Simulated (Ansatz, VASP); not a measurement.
EuGdS3 in VASP and in Ansatz

Contents of INCAR:

```
ALGO     = Normal         # electronic algorithm
EDIFF    = 1E-6           # SCF threshold, eV
ENCUT    = 520            # plane-wave cutoff, eV
GGA      = PE             # functional
ISIF     = 2              # what is computed and relaxed
ISMEAR   = 0              # smearing method
ISPIN    = 2              # spin polarisation
LASPH    = T              # aspherical terms in the spheres
LCHARG   = F              # write CHGCAR
LMAXMIX  = 6              # l up to which the mixer works
LORBIT   = 11             # projections on sites
LREAL    = F              # projectors in reciprocal space
LWAVE    = F              # write WAVECAR
MAGMOM   = 7 7 0 0 0      # initial moments
NBANDS   = 38             # bands
NELM     = 150            # most SCF steps
PREC     = Accurate       # precision mode
SIGMA    = 0.1            # smearing width, eV
```

The input KPOINTS:

```
k-points
0
Gamma
  4 4 4
```

File POSCAR:

```
EuGdS3
1.0
    5.0797907100      0.0000000000      0.0000000000
    0.0000000000      5.0797907100      0.0000000000
    0.0000000000      0.0000000000      5.0797907100
Eu Gd S
1 1 3
Direct
    0.0000000000      0.0000000000      0.0000000000
    0.5000000000      0.5000000000      0.5000000000
    0.5000000000      0.0000000000      0.5000000000
    0.5000000000      0.5000000000      0.0000000000
    0.0000000000      0.5000000000      0.5000000000
```

Input for Ansatz:

```yaml
crystal:
  lattice:
    - [5.07979071, 0.0, 0.0]
    - [0.0, 5.07979071, 0.0]
    - [0.0, 0.0, 5.07979071]
  atoms:
    - { symbol: Eu, position: [0.0, 0.0, 0.0], spin: 7.0 }
    - { symbol: Gd, position: [0.5, 0.5, 0.5], spin: 7.0 }
    - { symbol: S, position: [0.5, 0.0, 0.5] }
    - { symbol: S, position: [0.5, 0.5, 0.0] }
    - { symbol: S, position: [0.0, 0.5, 0.5] }
basis:
  ecutwfc: 420
kpoints:
  mp_grid: { grid: [4, 4, 4] }
hamiltonian:
  xc: pbe
scf:
  occupations: { method: gaussian, width: 0.1 }
  lower_state_search: "off"
output:
  forces: true
  stress: true
  eigenvalues: true
  populations: true
magnetization:
  spin_polarized: true
```

Change from the starting cell: species swapped into the Pr3InO type (Pm-3m, No. 221).

Alike in both runs: task single point; functional PBE; k mesh 4 × 4 × 4; occupations gaussian, width 0.1 eV; collinear spin.

```csv
,VASP,Ansatz
version,VASP 6.6.1,Ansatz 0.2.0
potentials or method,"VASP PAW PBE potentials, release 64 (Eu, Gd, S), cutoff 520 eV","scalar-relativistic, plane waves, PAW"
valence electrons in the cell,53,53
```

```tsv
	VASP	Ansatz	Ansatz less VASP
gap on the k mesh at the Fermi level (eV)	none	none	-
pressure (GPa)	4.2	4.3	+0.07
net moment per atom (μB)	2.64	2.64	+0.002
size of the moment on the site where the two differ most (μB)	6.55	6.81	+0.258
```

Site moments also hang on the region over which each program counts them. A gap of «none» marks a metal or a gap that the smearing closes. With one functional, cell and mesh, what is left measures potentials, basis and numerics.

Neither program's run includes spin-orbit coupling.
